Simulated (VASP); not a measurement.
Write the native input for VASP 6.6.1 that does the following.

```
Task                   : single point
Functional             : LDA
Potentials or basis    : VASP PAW LDA potentials, release 64 (Si, N)
Cutoff                 : 520 eV
k mesh                 : 6 × 6 × 6
Occupations            : fermi-dirac, width 0.05 eV
Spin                   : no spin polarisation
Dipole correction      : no
Further INCAR settings : ALGO = Normal; EDIFF = 1e-06; NBANDS = 25
```

The structure of Si3N4 lies in POSCAR:

```
Si3N4
1.0
    4.0779167614      0.0000000000      0.0000000000
    0.0000000000      4.0779167614      0.0000000000
    0.0000000000      0.0000000000      4.0779167614
Si N
3 4
Direct
    0.0000000000      0.0000000000      0.5000000000
    0.5000000000      0.0000000000      0.0000000000
    0.0000000000      0.5000000000      0.0000000000
    0.2398282189      0.2398282189      0.7601717811
    0.7601717811      0.7601717811      0.7601717811
    0.2398282189      0.7601717811      0.2398282189
    0.7601717811      0.2398282189      0.2398282189
```

The input as run:

INCAR

```
  PREC = Accurate
  ENCUT = 520
  EDIFF = 1E-6
  ISMEAR = -1
  SIGMA = 0.05
  LREAL = False
  LASPH = True
  NELM = 80
  ALGO = Normal
  ISIF = 2
  LWAVE = False
  LCHARG = True
  GGA = CA
  LELF = True
  LVHAR = True
  NBANDS = 25
```

KPOINTS

```
regular mesh
0
Gamma
  6 6 6
```

Potentials or basis: VASP PAW LDA potentials, release 64 (Si, N).

Run with:

```bash
$ cat potpaw_LDA.64/Si/POTCAR potpaw_LDA.64/N/POTCAR > POTCAR
$ mpirun -np 1 vasp_std > vasp.out
```

Results of the run:

The pressure is 0.4 GPa, the largest force is 0.007 eV/Å and the band gap on the k mesh is 2.63 eV, indirect (least direct gap 2.84 eV).

Run time: 34 s on 1 thread of Intel Xeon 8259CL (shared host), peak memory 0.16 GiB.
